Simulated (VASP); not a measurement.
# Mn in VASP: further runs

Runs on Mn. Level: LDA. Tasks: single point.

Everything below comes from runs of VASP 6.6.1. Logs are shortened: lines on timing, memory, paths and dates and some standing lists are left out, and cuts for length are marked.

## (1) The cell of the first run

The typed cell holds 2 atoms: a = 2.398 Å, b = 2.398 Å, c = 3.872 Å, α = 90.00°, β = 90.00°, γ = 120.00°.

This isn't the form of Mn at room conditions, which is a 58-atom cubic cell.

## (2) Single point, LDA, collinear spin, antiferromagnetic start (9.64 Å³/atom)

Input file INCAR:

```
PREC = Accurate
ENCUT = 520
EDIFF = 1E-7
ISMEAR = -1
SIGMA = 0.05
LREAL = F
LASPH = T
NELM = 150
ALGO = Normal
ISIF = 2
LWAVE = F
LCHARG = F
ISPIN = 2
MAGMOM = 3 -3
LORBIT = 11
LMAXMIX = 4
NBANDS = 24
```

Input file KPOINTS:

```
Automatic mesh
0
Gamma
  17 17 9
```

Input file POSCAR:

```
Mn
1.0
   -1.3247569034      1.6117764817      1.1815227691
    1.6117764817     -1.3247569034      1.1815227691
    2.6980682191      2.6980682191     -0.6558458857
Mn
2
Direct
    0.0416646786      0.9583353214      0.0000000000
    0.7083353214      0.2916646786      0.5000000000
```

Potentials or basis: VASP PAW LDA potentials, release 64 (Mn_pv).

On the command line:

```console
$ cat potpaw_LDA.64/Mn_pv/POTCAR > POTCAR
$ mpirun -np 1 vasp_std > vasp.out
```

OUTCAR:

```text
PREC = Accurate
   ENCUT = 520
   EDIFF = 1E-7
   ISMEAR = -1
   LREAL = F
   LASPH = T
   NELM = 150
   ISIF = 2
   ISPIN = 2
   LORBIT = 11

 ion  position               nearest neighbor table
   1  0.042  0.958  0.000-   2 2.38   2 2.38   2 2.38   2 2.38   2 2.38   2 2.38
   2  0.708  0.292  0.500-   1 2.38   1 2.38   1 2.38   1 2.38   1 2.38   1 2.38

  LATTYP: Found a base centered monoclinic cell.
 ALAT       =     2.3976539976
 B/A-ratio  =     1.7320619838
 C/A-ratio  =     1.6147446235
 COS(beta)  =    -0.0001073915

  Lattice vectors:

 A1 = (  -1.3247569034,   1.6117764817,   1.1815227691)
 A2 = (   1.6117764817,  -1.3247569034,   1.1815227691)
 A3 = (   2.6980682191,   2.6980682191,  -0.6558458857)

Analysis of symmetry for initial positions (statically):
=====================================================================
 Subroutine PRICEL returns:
 Original cell was already a primitive cell.

 Routine SETGRP: Setting up the symmetry group for a
 base centered monoclinic supercell.

 Subroutine GETGRP returns: Found  4 space group operations
 (whereof  2 operations were pure point group operations)
 out of a pool of  4 trial point group operations.

The static configuration has the point symmetry C_2 .
 The point group associated with its full space group is C_2h.

Analysis of symmetry for dynamics (positions and initial velocities):
=====================================================================
 Subroutine PRICEL returns:
 Original cell was already a primitive cell.

 Routine SETGRP: Setting up the symmetry group for a
 base centered monoclinic supercell.

 Subroutine GETGRP returns: Found  4 space group operations
 (whereof  2 operations were pure point group operations)
 out of a pool of  4 trial point group operations.

The dynamic configuration has the point symmetry C_2 .
 The point group associated with its full space group is C_2h.

Analysis of structural, dynamic, and magnetic symmetry:
=====================================================================
 Subroutine PRICEL returns:
 Original cell was already a primitive cell.

 Routine SETGRP: Setting up the symmetry group for a
 base centered monoclinic supercell.

 Subroutine GETGRP returns: Found  4 space group operations
 (whereof  2 operations were pure point group operations)
 out of a pool of  4 trial point group operations.

The overall configuration has the point symmetry C_2 .
 The point group associated with its full space group is C_2h.

 Subroutine INISYM returns: Found  4 space group operations
 (whereof  2 operations are pure point group operations),
 and found     1 'primitive' translations

----------------------------------------------------------------------------------------

                                     Primitive cell

  volume of cell :      19.2751

  direct lattice vectors                    reciprocal lattice vectors
    -1.324756903  1.611776482  1.181522769    -0.120310232  0.220227357  0.411046598
     1.611776482 -1.324756903  1.181522769     0.220227357 -0.120310232  0.411046598
     2.698068219  2.698068219 -0.655845886     0.180003200  0.180003200 -0.043726997

  length of vectors
     2.397665601  2.397665601  3.871598902     0.481595210  0.481595210  0.258291221

  position of ions in fractional coordinates (direct lattice)
     0.041664679  0.958335321  0.000000000
     0.708335321  0.291664679  0.500000000

  ion indices of the primitive-cell ions
   primitive index   ion index
                 1           1
                 2           2

----------------------------------------------------------------------------------------

 KPOINTS: Automatic mesh

Automatic generation of k-mesh.
 Grid dimensions read from file:
 generate k-points for:   17   17    9

 Generating k-lattice:

  Cartesian coordinates                     Fractional coordinates (reciprocal lattice)
    -0.007077072  0.012954550  0.024179212     0.058823529  0.000000000  0.000000000
     0.012954550 -0.007077072  0.024179212     0.000000000  0.058823529  0.000000000
     0.020000356  0.020000356 -0.004858555     0.000000000  0.000000000  0.111111111

  Length of vectors
     0.028329130  0.028329130  0.028699025

  Shift w.r.t. Gamma in fractional coordinates (k-lattice)
     0.000000000  0.000000000  0.000000000

 Subroutine IBZKPT returns following result:
 ===========================================

 Found    693 irreducible k-points:

 Following reciprocal coordinates:
            Coordinates               Weight
  0.000000  0.000000  0.000000      1.000000
  0.058824  0.000000 -0.000000      4.000000
  0.117647  0.000000  0.000000      4.000000
  0.176471  0.000000 -0.000000      4.000000
  0.235294  0.000000  0.000000      4.000000
  0.294118  0.000000 -0.000000      4.000000
[... 16 lines left out ...]
 -0.176471  0.058824  0.000000      4.000000
 -0.117647  0.058824  0.000000      4.000000
 [... further k-points ...]
   k-points           NKPTS =    693   k-points in BZ     NKDIM =    693   number of bands    NBANDS=     24
   number of dos      NEDOS =    301   number of ions     NIONS =      2
   total plane-waves  NPLWV =   9720
   dimension x,y,z NGX =    18 NGY =   18 NGZ =   30
   dimension x,y,z NGXF=    36 NGYF=   36 NGZF=   60
   ions per type =               2
   NGX,Y,Z   is equivalent  to a cutoff of  12.48, 12.48, 12.88 a.u.
   NGXF,Y,Z  is equivalent  to a cutoff of  24.96, 24.96, 25.76 a.u.
 SYSTEM =  unknown system
   PREC   = accura    normal or accurate (medium, high low for compatibility)
   ISTART =      0    job   : 0-new  1-cont  2-samecut
   ICHARG =      2    charge: 1-file 2-atom 10-const
   ISPIN  =      2    spin polarized calculation?
   LNONCOLLINEAR =      F non collinear calculations
   LSORBIT =      F    spin-orbit coupling
   LASPH  =      T    aspherical Exc in radial PAW
   ENCUT  =  520.0 eV  38.22 Ry    6.18 a.u.   4.46  4.46  7.20*2*pi/ulx,y,z
   NELM   =    150;   NELMIN=  2; NELMDL= -5     # of ELM steps
   EDIFF  = 0.1E-06   stopping-criterion for ELM
   LREAL  =      F    real-space projection
   EDIFFG = 0.1E-05   stopping-criterion for IOM
   NSW    =      0    number of steps for IOM
   IBRION =     -1    ionic relax: 0-MD 1-quasi-New 2-CG
   NFREE  =      0    steps in history (QN), initial steepest desc. (CG)
   ISIF   =      2    stress and relaxation
   ISYM   =      2    0-nonsym 1-usesym 2-fastsym
   POTIM  = 0.5000    time-step for ionic-motion
   TEBEG  =    0.0;   TEEND  =   0.0 temperature during run
   PSTRESS=    0.0 pullay stress
   NELECT =      26.0000    total number of electrons
   NUPDOWN=      -1.0000    fix difference up-down
   EMIN   =  10.00;   EMAX   =-10.00  energy-range for DOS
   EFERMI =   0.00;   METHOD = LEGACY
   ISMEAR =    -1;   SIGMA  =   0.05  broadening in eV -4-tet -1-fermi 0-gaus
   EFERMI_NEDOS =   21; number of points for ismear=-14 and -15
   IALGO  =     38    algorithm
   IMIX   =      4    mixing-type and parameters
     AMIX     =   0.40;   BMIX     =  1.00
     AMIX_MAG =   1.60;   BMIX_MAG =  1.00
  volume/ion in A,a.u.               =       9.64        65.04
  Fermi-wavevector in a.u.,A,eV,Ry     =   1.808841  3.418213 44.516970  3.271905
  Thomas-Fermi vector in A             =   2.867834
   LORBIT       =     11    0 simple, 1 ext, 2 COOP (PROOUT), +10 PAW based schemes
   GGA     = CA    functional components
   LHFCALC =     F    Hartree Fock is set to
   AEXX    =    0.0000 exact exchange contribution
   IVDW    =     0    specifies the selected vdW correction
   LEPSILON=     F    determine dielectric tensor
   LRPA    =     F    only Hartree local field effects (RPA)
 spin polarized calculation
  energy-cutoff  :      520.00
  volume of cell :       19.28
 maximum number of plane-waves:       543
 NGX is ok and might be reduce to    18
   NGX =  9   NGY =  9   NGZ = 15

 number of electron      25.9999990 magnetization       0.0000000

 number of electron      25.9999990 magnetization      -0.0000000

 Free energy of the ion-electron system (eV)
  ---------------------------------------------------
  ext. energy  EPLUGINS =         0.00000000
  ---------------------------------------------------
  free energy    TOTEN  =       -20.27421890 eV

  energy without entropy =      -20.25495734  energy(sigma->0) =      -20.26458812

 E-fermi :  11.7914     XC(G=0): -15.0468

 val. band max:       11.7896431017   @ k =  -0.0588  -0.1765   0.1111
 cond. band min:      11.7965511629   @ k =   0.0588   0.0588   0.1111
 fundamental gap:      0.0069080612
 Fermi energy:        11.7914211316

 spin component 1

 k-point     1 :       0.0000    0.0000    0.0000
  band No.  band energies     occupation
      1     -36.2879      1.00000
      2     -35.3197      1.00000
      3     -35.3197      1.00000
      4     -35.1691      1.00000
      5     -35.1691      1.00000
      6     -35.1492      1.00000
[... 16 lines left out ...]
     23      40.2840      0.00000
     24      40.2843      0.00000

 k-point     2 :       0.0588    0.0000   -0.0000
  band No.  band energies     occupation
      1     -36.2752      1.00000
      2     -35.3476      1.00000
      3     -35.3287      1.00000
      4     -35.1982      1.00000
      5     -35.1730      1.00000
      6     -35.1539      1.00000
[... 16 lines left out ...]
     23      38.7256      0.00000
     24      39.2781      0.00000

 k-point     3 :       0.1176    0.0000    0.0000
  band No.  band energies     occupation
      1     -36.2379      1.00000
      2     -35.4278      1.00000
      3     -35.3539      1.00000
      4     -35.2805      1.00000
      5     -35.1845      1.00000
      6     -35.1682      1.00000
[... 16 lines left out ...]
     23      37.1516      0.00000
     24      38.5966      0.00000
[... 514 lines left out ...]
 k-point    23 :      -0.1765    0.0588    0.0000
  band No.  band energies     occupation
      1     -36.2019      1.00000
      2     -35.4936      1.00000
      3     -35.4086      1.00000
      4     -35.3270      1.00000
      5     -35.2023      1.00000
      6     -35.1827      1.00000
[... 16 lines left out ...]
     23      37.1943      0.00000
     24      37.3066      0.00000

 k-point    24 :      -0.1176    0.0588    0.0000
  band No.  band energies     occupation
      1     -36.2501      1.00000
      2     -35.3983      1.00000
      3     -35.3517      1.00000
      4     -35.2489      1.00000
      5     -35.1831      1.00000
      6     -35.1634      1.00000
[... 16 lines left out ...]
     23      38.0972      0.00000
     24      38.6948      0.00000

 [... further k-points ...]

 spin component 2

 k-point     1 :       0.0000    0.0000    0.0000
  band No.  band energies     occupation
      1     -36.2879      1.00000
      2     -35.3197      1.00000
      3     -35.3197      1.00000
      4     -35.1691      1.00000
      5     -35.1691      1.00000
      6     -35.1492      1.00000
[... 16 lines left out ...]
     23      40.2840      0.00000
     24      40.2843      0.00000

 k-point     2 :       0.0588    0.0000   -0.0000
  band No.  band energies     occupation
      1     -36.2752      1.00000
      2     -35.3476      1.00000
      3     -35.3287      1.00000
      4     -35.1982      1.00000
      5     -35.1730      1.00000
      6     -35.1539      1.00000
[... 16 lines left out ...]
     23      38.7256      0.00000
     24      39.2781      0.00000

 k-point     3 :       0.1176    0.0000    0.0000
  band No.  band energies     occupation
      1     -36.2379      1.00000
      2     -35.4278      1.00000
      3     -35.3539      1.00000
      4     -35.2805      1.00000
      5     -35.1845      1.00000
      6     -35.1682      1.00000
[... 16 lines left out ...]
     23      37.1516      0.00000
     24      38.5966      0.00000
[... 514 lines left out ...]
 k-point    23 :      -0.1765    0.0588    0.0000
  band No.  band energies     occupation
      1     -36.2019      1.00000
      2     -35.4936      1.00000
      3     -35.4086      1.00000
      4     -35.3270      1.00000
      5     -35.2023      1.00000
      6     -35.1827      1.00000
[... 16 lines left out ...]
     23      37.1943      0.00000
     24      37.3066      0.00000

 k-point    24 :      -0.1176    0.0588    0.0000
  band No.  band energies     occupation
      1     -36.2501      1.00000
      2     -35.3983      1.00000
      3     -35.3517      1.00000
      4     -35.2489      1.00000
      5     -35.1831      1.00000
      6     -35.1634      1.00000
[... 16 lines left out ...]
     23      38.0972      0.00000
     24      38.6948      0.00000

 [... further k-points ...]

------------------------ aborting loop because EDIFF is reached ----------------------------------------

  FORCE on cell =-STRESS in cart. coord.  units (eV):
  Direction    XX          YY          ZZ          XY          YZ          ZX
  --------------------------------------------------------------------------------------
  -------------------------------------------------------------------------------------
  Total        1.8545048      1.8545048      1.8826262     -0.0319808      0.0089699      0.0089699
  in kB      154.1493620    154.1493620    156.4868571     -2.6582921      0.7455963      0.7455950
  external PRESSURE =     154.9285270 kB  Pullay stress =       0.0000000 kB

 VOLUME and BASIS-vectors are now :
 -----------------------------------------------------------------------------
  energy-cutoff  :      520.00
  volume of cell :       19.28
      direct lattice vectors                 reciprocal lattice vectors
    -1.324756903  1.611776482  1.181522769    -0.120310232  0.220227357  0.411046598
     1.611776482 -1.324756903  1.181522769     0.220227357 -0.120310232  0.411046598
     2.698068219  2.698068219 -0.655845886     0.180003200  0.180003200 -0.043726997

 POSITION                                       TOTAL-FORCE (eV/Angst)
 -----------------------------------------------------------------------------------
      1.48943     -1.20241      1.18152        -0.000017      0.000017     -0.000000
      0.88076      2.10433      0.85360         0.000017     -0.000017      0.000000
 -----------------------------------------------------------------------------------
    total drift:                               -0.000000     -0.000000      0.000000

  FREE ENERGIE OF THE ION-ELECTRON SYSTEM (eV)
  ---------------------------------------------------
  free  energy   TOTEN  =       -20.2742188992 eV

  energy  without entropy=      -20.2549573353  energy(sigma->0) =      -20.26458812

 total charge

# of ion       s       p       d       tot
------------------------------------------
    1        0.472   6.471   5.296  12.239
    2        0.472   6.471   5.296  12.239
--------------------------------------------------
tot          0.944  12.942  10.593  24.478

 magnetization (x)

# of ion       s       p       d       tot
------------------------------------------
    1        0.000   0.000   0.000   0.000
    2       -0.000  -0.000  -0.000  -0.000
--------------------------------------------------
tot          0.000   0.000   0.000   0.000
```

It took 4.6 min on 1 thread of Intel Xeon 6975P-C (Granite Rapids), shared host; peak memory 0.49 GiB.

What came out:

```
Free energy                                           : -20.2742 eV
Pressure                                              : 15.5 GPa
Band gap on the k mesh                                : zero (filled and empty bands overlap)
Net moment                                            : 0.00 μB per cell
Valence electrons inside the program's atomic spheres : Mn 12.24
```

Caveat: the cell stands under pressure.

## (3) Single point, LDA (8.84 Å³/atom)

This run uses another cell than the first one, of 8.84 Å³/atom.

Input file INCAR:

```
  PREC = Accurate
  ENCUT = 520
  EDIFF = 1E-6
  ISMEAR = -1
  SIGMA = 0.1
  LREAL = F
  LASPH = T
  NELM = 100
  ALGO = Normal
  ISIF = 2
  LWAVE = F
  LCHARG = T
  LELF = T
  LVHAR = T
  NBANDS = 20
```

Input file KPOINTS:

```
regular mesh
0
Gamma
  17 17 9
```

Input file POSCAR:

```
Mn
1.0
   -1.2878921944      1.5671914382      1.1487119112
    1.5671914382     -1.2878921944      1.1487119112
    2.6190831086      2.6190831086     -0.6371748348
Mn
2
Direct
    0.0416635149      0.9583364851      0.0000000000
    0.7083364851      0.2916635149      0.5000000000
```

Potentials or basis: VASP PAW LDA potentials, release 64 (Mn_pv).

On the command line:

```console
$ cat potpaw_LDA.64/Mn_pv/POTCAR > POTCAR
$ mpirun -np 1 vasp_std > vasp.out
```

Run time: 6.4 min. Hardware: 1 thread of Intel Xeon 8259CL, shared host; peak memory 0.29 GiB.

It converged, with:

* Free energy: -19.9572 eV
* Pressure: 56.9 GPa
* Band gap on the k mesh: zero (bands 13 and 14 overlap by 2.60 eV)

Levels at points of the mesh, in eV from the Fermi level:
| k point | band 9 | band 10 | band 11 | band 12 | band 13 | band 14 | band 15 | band 16 | band 17 | band 18 |
| --- | --- | --- | --- | --- | --- | --- | --- | --- | --- | --- |
| (0.00, 0.00, 0.00) | -1.32 | -1.32 | -1.29 | -0.67 | -0.67 | -0.01 | -0.01 | 1.33 | 2.09 | 2.09 |

Caveat: the cell stands under pressure; the run has no spin polarisation, though such a crystal can be magnetic. Spin polarisation is off, so any magnetic state and its effect on volume and gap are missing.

[end of part 1 of 2]
